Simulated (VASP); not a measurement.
Si2Mo, 3 atoms in the cell. The structure is tetragonal, space group I4/mmm (No. 139). The conventional cell has a = 3.157 Å, b = 3.157 Å, c = 7.755 Å, α = 90.00°, β = 90.00°, γ = 90.00°. Within 3.4 Å of Mo (site symmetry 4/mmm) lie 10 Si at 2.58 Å and 4 Mo at 3.16 Å. Within 3.4 Å of Si (site symmetry 4mm) lie 9 Si at 2.58 to 3.16 Å and 5 Mo at 2.58 Å. 

| Property | Result |
| --- | --- |
| Program | VASP 6.6.1 |
| Task | single point |
| Functional | LDA |
| Potentials or basis | VASP PAW LDA potentials, release 64 (Mo_sv, Si) |
| Cutoff | 520 eV |
| k mesh | 12 × 12 × 12 |
| Occupations | fermi-dirac, width 0.05 eV |
| Spin | no spin polarisation |
| Dipole correction | no |
| Further INCAR settings | ALGO = Normal; EDIFF = 1e-07; NBANDS = 18 |

Potentials or basis: VASP PAW LDA potentials, release 64 (Mo_sv, Si).

Run with:

```sh
$ cat potpaw_LDA.64/Mo_sv/POTCAR potpaw_LDA.64/Si/POTCAR > POTCAR
$ mpirun -np 1 vasp_std > vasp.out
```

Hardware: 1 thread of Intel(R) Xeon(R) Platinum 8259CL CPU @ 2.50GHz (Skylake/Cascade Lake), with other jobs on the host.

**Question.** How long does it take, and how much memory?

**Answer.** It took 2.2 min on 1 thread of Intel(R) Xeon(R) Platinum 8259CL CPU @ 2.50GHz (Skylake/Cascade Lake), with other jobs on the host, peak memory 0.24 GiB. Counts: scf iterations 14, k points 163.
